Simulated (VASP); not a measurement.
Here is a VASP 6.6.1 calculation.

INCAR

```
SYSTEM = Si3GeC4
  ALGO = Normal
  EDIFF = 1E-6
  ENCUT = 520
  GGA = PE
  ISIF = 2
  ISMEAR = 0
  LASPH = .True.
  LCHARG = .False.
  LREAL = .False.
  LWAVE = .False.
  NBANDS = 31
  NELM = 60
  PREC = Accurate
  SIGMA = 0.02
```

File KPOINTS:

```
k-points
0
Gamma
  6 6 6
  0 0 0
```

File POSCAR:

```
Si3GeC4
1.0
    4.4353776563      0.0000000000      0.0000000000
    0.0000000000      4.4353776563      0.0000000000
    0.0000000000      0.0000000000      4.4353776563
Si Ge C
3 1 4
Direct
    0.0000000000      0.5000000000      0.0000000000
    0.0000000000      0.0000000000      0.5000000000
    0.5000000000      0.0000000000      0.0000000000
    0.5000000000      0.5000000000      0.5000000000
    0.2428483730      0.7571516270      0.7571516270
    0.2428483730      0.2428483730      0.2428483730
    0.7571516270      0.7571516270      0.2428483730
    0.7571516270      0.2428483730      0.7571516270
```

Potentials or basis: VASP PAW PBE potentials, release 64 (Si, Ge_d, C).

Launch:

```bash
$ cat potpaw_PBE.64/Si/POTCAR potpaw_PBE.64/Ge_d/POTCAR potpaw_PBE.64/C/POTCAR > POTCAR
$ mpirun -np 1 vasp_std > vasp.out
```

Predict the band gap on the k mesh.

1.64 eV.

What does it give for the largest force?

0.011 eV/Å.

Forces in eV/Å, atoms in the order of the input:
```
Si   0.000  0.000  0.000
Si   0.000  0.000  0.000
Si   0.000  0.000  0.000
Ge   0.000  0.000  0.000
C    0.006 -0.006 -0.006
C    0.006  0.006  0.006
C   -0.006 -0.006  0.006
C   -0.006  0.006 -0.006
```

A k mesh can miss the band edges.
